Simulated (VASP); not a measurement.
# RuS (F-43m) in VASP: single point with r2SCAN+U

Aim: the single point of RuS with r2SCAN+U.

Program: VASP 6.6.1. These are calculated values, not measurements. Logs are shortened: lines on timing, memory, paths and dates and some standing lists are left out, and cuts for length are marked.

**1. The cell of the first run**

Symmetry: F-43m, No. 216, cubic system. Conventional cell: a = 5.529 Å, b = 5.529 Å, c = 5.529 Å, α = 90.00°, β = 90.00°, γ = 90.00°. Ru (site symmetry -43m) has 4 S at 2.39 Å within 3.2 Å. Within 3.2 Å of S (site symmetry -43m) lie 4 Ru at 2.39 Å.

**2. Single point, r2SCAN+U**

Input file POSCAR:

```
RuS
1.0
    0.0000000000      2.7642955000      2.7642955000
    2.7642955000      0.0000000000      2.7642955000
    2.7642955000      2.7642955000      0.0000000000
Ru S
1 1
Direct
    0.0000000000      0.0000000000      0.0000000000
    0.2500000000      0.2500000000      0.2500000000
```

Input file INCAR.step1:

```
PREC = Accurate
ENCUT = 520
ISMEAR = 0
SIGMA = 0.05
LREAL = False
LASPH = True
NELM = 150
LMAXMIX = 4
LDAU = True
LDAUTYPE = 2
LDAUL = 2 -1
LDAUU = 4 0
LDAUJ = 0 0
NBANDS = 17
GGA = PE
ALGO = Normal
EDIFF = 1E-4
LWAVE = True
LCHARG = False
```

Input file INCAR.step2:

```
PREC = Accurate
ENCUT = 520
EDIFF = 1E-6
ISMEAR = 0
SIGMA = 0.05
LREAL = False
LASPH = True
NELM = 150
ALGO = Normal
ISIF = 2
LWAVE = False
LCHARG = True
LMAXMIX = 4
LDAU = True
LDAUTYPE = 2
LDAUL = 2 -1
LDAUU = 4 0
LDAUJ = 0 0
LDAUPRINT = 1
METAGGA = R2SCAN
LMIXTAU = True
LELF = True
LVHAR = True
NBANDS = 17
ISTART = 1
```

Input file KPOINTS:

```
Automatic mesh
0
Gamma
  6 6 6
```

Potentials or basis: VASP PAW PBE potentials, release 64 (Ru_pv, S).

Launch:

```sh
> cat potpaw_PBE.64/Ru_pv/POTCAR potpaw_PBE.64/S/POTCAR > POTCAR
> cp INCAR.step1 INCAR
> mpirun -np 1 vasp_std > vasp.out
> cp INCAR.step2 INCAR
> mpirun -np 1 vasp_std > vasp.out
```

OUTCAR:

```text
PREC = Accurate
   ENCUT = 520
   EDIFF = 1E-6
   ISMEAR = 0
   LREAL = False
   LASPH = True
   NELM = 150
   ISIF = 2
   METAGGA = R2SCAN
   ISTART = 1

 ion  position               nearest neighbor table
   1  0.000  0.000  0.000-   2 2.39   2 2.39   2 2.39   2 2.39
   2  0.250  0.250  0.250-   1 2.39   1 2.39   1 2.39   1 2.39

  LATTYP: Found a face centered cubic cell.
 ALAT       =     5.5285910000

  Lattice vectors:

 A1 = (   0.0000000000,   2.7642955000,   2.7642955000)
 A2 = (   2.7642955000,   0.0000000000,   2.7642955000)
 A3 = (   2.7642955000,   2.7642955000,   0.0000000000)

Analysis of symmetry for initial positions (statically):
=====================================================================
 Subroutine PRICEL returns:
 Original cell was already a primitive cell.

 Routine SETGRP: Setting up the symmetry group for a
 face centered cubic supercell.

 Subroutine GETGRP returns: Found 24 space group operations
 (whereof 24 operations were pure point group operations)
 out of a pool of 48 trial point group operations.

The static configuration has the point symmetry T_d .

Analysis of symmetry for dynamics (positions and initial velocities):
=====================================================================
 Subroutine PRICEL returns:
 Original cell was already a primitive cell.

 Routine SETGRP: Setting up the symmetry group for a
 face centered cubic supercell.

 Subroutine GETGRP returns: Found 24 space group operations
 (whereof 24 operations were pure point group operations)
 out of a pool of 48 trial point group operations.

The dynamic configuration has the point symmetry T_d .

 Subroutine INISYM returns: Found 24 space group operations
 (whereof 24 operations are pure point group operations),
 and found     1 'primitive' translations

----------------------------------------------------------------------------------------

[... 127 lines left out ...]

 onsite density matrix

spin component  1

  0.4870  0.0000 -0.0000 -0.0000 -0.0000
  0.0000  0.4870 -0.0000  0.0000 -0.0000
 -0.0000 -0.0000  0.8037  0.0000  0.0000
 -0.0000  0.0000  0.0000  0.4870  0.0000
 -0.0000 -0.0000  0.0000  0.0000  0.8037

spin component  2

  0.4870  0.0000 -0.0000 -0.0000 -0.0000
  0.0000  0.4870 -0.0000  0.0000 -0.0000
 -0.0000 -0.0000  0.8037  0.0000  0.0000
 -0.0000  0.0000  0.0000  0.4870  0.0000
 -0.0000 -0.0000  0.0000  0.0000  0.8037

 occupancies and eigenvectors

  o =  0.4870  v =  1.0000  0.0000  0.0000  0.0000  0.0000  0.0000  0.0000  0.0000  0.0000  0.0000      0.0000  0.0000  0.0000  0.0000  0.0000  0.0000  0.0000  0.0000  0.0000  0.0000
  o =  0.4870  v =  0.0000  0.0000  0.0000  0.0000  0.0000  1.0000  0.0000  0.0000  0.0000  0.0000      0.0000  0.0000  0.0000  0.0000  0.0000  0.0000  0.0000  0.0000  0.0000  0.0000
  o =  0.4870  v =  0.0000 -0.3697 -0.0000  0.9292 -0.0000  0.0000  0.0000  0.0000  0.0000  0.0000      0.0000  0.0000  0.0000  0.0000  0.0000  0.0000  0.0000  0.0000  0.0000  0.0000
  o =  0.4870  v =  0.0000  0.0000  0.0000  0.0000  0.0000  0.0000 -0.3697 -0.0000  0.9292 -0.0000      0.0000  0.0000  0.0000  0.0000  0.0000  0.0000  0.0000  0.0000  0.0000  0.0000
  o =  0.4870  v =  0.0000  0.9292  0.0000  0.3697  0.0000  0.0000  0.0000  0.0000  0.0000  0.0000      0.0000  0.0000  0.0000  0.0000  0.0000  0.0000  0.0000  0.0000  0.0000  0.0000
  o =  0.4870  v =  0.0000  0.0000  0.0000  0.0000  0.0000  0.0000  0.9292  0.0000  0.3697  0.0000      0.0000  0.0000  0.0000  0.0000  0.0000  0.0000  0.0000  0.0000  0.0000  0.0000
  o =  0.8037  v =  0.0000 -0.0000 -0.8464 -0.0000  0.5325  0.0000  0.0000  0.0000  0.0000  0.0000      0.0000  0.0000  0.0000  0.0000  0.0000  0.0000  0.0000  0.0000  0.0000  0.0000
  o =  0.8037  v =  0.0000  0.0000  0.0000  0.0000  0.0000  0.0000 -0.0000 -0.8464 -0.0000  0.5325      0.0000  0.0000  0.0000  0.0000  0.0000  0.0000  0.0000  0.0000  0.0000  0.0000
  o =  0.8037  v =  0.0000 -0.0000  0.5325  0.0000  0.8464  0.0000  0.0000  0.0000  0.0000  0.0000      0.0000  0.0000  0.0000  0.0000  0.0000  0.0000  0.0000  0.0000  0.0000  0.0000
  o =  0.8037  v =  0.0000  0.0000  0.0000  0.0000  0.0000  0.0000 -0.0000  0.5325  0.0000  0.8464      0.0000  0.0000  0.0000  0.0000  0.0000  0.0000  0.0000  0.0000  0.0000  0.0000

 number of electron      19.9999994 magnetization

 Free energy of the ion-electron system (eV)
  ---------------------------------------------------
  ext. energy  EPLUGINS =         0.00000000
  ---------------------------------------------------
  free energy    TOTEN  =       -28.95638074 eV

  energy without entropy =      -28.95251855  energy(sigma->0) =      -28.95444964

 E-fermi :   6.0268     XC(G=0): -10.8112

 val. band max:        5.9776163969   @ k =  -0.3333   0.3333   0.1667
 cond. band min:       6.0614086988   @ k =   0.5000   0.3333   0.0000
 fundamental gap:      0.0837923019
 Fermi energy:         6.0268209949

 k-point     1 :       0.0000    0.0000    0.0000
  band No.  band energies     occupation
      1     -37.9594      2.00000
      2     -37.9594      2.00000
      3     -37.9594      2.00000
      4      -9.2573      2.00000
      5       0.4542      2.00000
      6       0.4542      2.00000
[... 297 lines left out ...]
      4      -8.4302      2.00000
      5      -0.2728      2.00000
      6       0.8492      2.00000
[... 9 lines left out ...]
     16      15.2288      0.00000
     17      15.6356      0.00000

------------------------ aborting loop because EDIFF is reached ----------------------------------------

  FORCE on cell =-STRESS in cart. coord.  units (eV):
  Direction    XX          YY          ZZ          XY          YZ          ZX
  --------------------------------------------------------------------------------------
  -------------------------------------------------------------------------------------
  Total       -4.5424055     -4.5424055     -4.5424055      0.0000000      0.0000000      0.0000000
  in kB     -172.2713627   -172.2713627   -172.2713627      0.0000000      0.0000000      0.0000000
  external PRESSURE =    -172.2713627 kB  Pullay stress =       0.0000000 kB

 VOLUME and BASIS-vectors are now :
 -----------------------------------------------------------------------------
  energy-cutoff  :      520.00
  volume of cell :       42.25
      direct lattice vectors                 reciprocal lattice vectors
     0.000000000  2.764295500  2.764295500    -0.180877913  0.180877913  0.180877913
     2.764295500  0.000000000  2.764295500     0.180877913 -0.180877913  0.180877913
     2.764295500  2.764295500  0.000000000     0.180877913  0.180877913 -0.180877913

 POSITION                                       TOTAL-FORCE (eV/Angst)
 -----------------------------------------------------------------------------------
      0.00000      0.00000      0.00000         0.000000      0.000000      0.000000
      1.38215      1.38215      1.38215        -0.000000     -0.000000      0.000000
 -----------------------------------------------------------------------------------
    total drift:                                0.000000      0.000000      0.000000

  FREE ENERGIE OF THE ION-ELECTRON SYSTEM (eV)
  ---------------------------------------------------
  free  energy   TOTEN  =       -28.9563807372 eV

  energy  without entropy=      -28.9525185515  energy(sigma->0) =      -28.95444964
```

Wall time 1.8 min (1 thread of AMD EPYC 7R43 (Zen 3), shared host); peak memory 0.14 GiB.

Results:

```yaml
Free_energy: -28.9564 eV
Pressure: -17.2 GPa
Band_gap_on_the_k_mesh: zero (band 10 reaches 7.85 eV, above the bottom of band 11 at 5.66 eV)
```

Eigenvalues of the final occupation matrices:
```tsv
site	spin	trace	eigenvalues
site 1 d	1	3.07	0.49 0.49 0.49 0.80 0.80
site 1 d	2	3.07	0.49 0.49 0.49 0.80 0.80
```

Caveat: the PAW data sets were made with another functional, which shifts forces and pressure a little; U without spin polarisation on a metal has little footing.
